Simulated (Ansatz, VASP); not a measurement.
Two plane-wave programs on Sb2P

POSCAR

```
Sb2P
1.0
    0.0000000000      4.1907641447      4.1907641447
    4.1907641447      0.0000000000      4.1907641447
    4.1907641447      4.1907641447      0.0000000000
Sb P
4 2
Direct
    0.6250000000      0.6250000000      0.6250000000
    0.1250000000      0.6250000000      0.6250000000
    0.6250000000      0.6250000000      0.1250000000
    0.6250000000      0.1250000000      0.6250000000
    0.0000000000      0.0000000000      0.0000000000
    0.2500000000      0.2500000000      0.2500000000
```

Contents of INCAR.step1:

```
SYSTEM = Sb2P
  PREC = Accurate
  ENCUT = 520
  ISMEAR = 0
  SIGMA = 0.1
  LREAL = .False.
  LASPH = .True.
  NELM = 60
  NBANDS = 24
  GGA = PE
  ALGO = Normal
  EDIFF = 1E-4
  LWAVE = .True.
  LCHARG = .False.
```

INCAR.step2

```
SYSTEM = Sb2P
  PREC = Accurate
  ENCUT = 520
  EDIFF = 1E-6
  ISMEAR = 0
  SIGMA = 0.1
  LREAL = .False.
  LASPH = .True.
  NELM = 60
  ALGO = Normal
  ISIF = 2
  LWAVE = .False.
  LCHARG = .False.
  METAGGA = R2SCAN
  LMIXTAU = .True.
  NBANDS = 24
  ISTART = 1
```

KPOINTS

```
regular mesh
0
Gamma
  4 4 4
  0 0 0
```

Input for Ansatz:

```yaml
crystal:
  lattice:
    - [0.0, 4.1907641447, 4.1907641447]
    - [4.1907641447, 0.0, 4.1907641447]
    - [4.1907641447, 4.1907641447, 0.0]
  atoms:
    - { symbol: Sb, position: [0.625, 0.625, 0.625] }
    - { symbol: Sb, position: [0.125, 0.625, 0.625] }
    - { symbol: Sb, position: [0.625, 0.625, 0.125] }
    - { symbol: Sb, position: [0.625, 0.125, 0.625] }
    - { symbol: P, position: [0.0, 0.0, 0.0] }
    - { symbol: P, position: [0.25, 0.25, 0.25] }
basis:
  ecutwfc: 500
kpoints:
  mp_grid: { grid: [4, 4, 4] }
hamiltonian:
  xc: r2scan
scf:
  occupations: { method: gaussian, width: 0.1 }
  lower_state_search: "off"
output:
  forces: true
  stress: true
  eigenvalues: true
```

Alike in both runs: task single point; functional r2SCAN; k mesh 4 × 4 × 4; occupations gaussian, width 0.1 eV; no spin polarisation.

```csv
,VASP,Ansatz
version,VASP 6.6.1,Ansatz 0.2.0
potentials or method,"VASP PAW PBE potentials, release 64 (Sb, P), cutoff 520 eV","scalar-relativistic, plane waves, PAW"
valence electrons in the cell,30,70
```

|  | VASP | Ansatz | Ansatz less VASP |
| --- | --- | --- | --- |
| gap on the k mesh at the Fermi level (eV) | none | none | - |
| pressure (GPa) | 3.5 | 3.5 | -0.03 |

VASP's potentials were made for PBE, not for r2SCAN. A gap of «none» marks a metal or a gap that the smearing closes. The functional is the same, so the differences come from potentials, cutoffs and numerics. VASP's potentials hold 30 valence electrons a cell and Ansatz's 70, so a difference there can come from the potentials and not from the codes.

Spin-orbit coupling is off throughout.
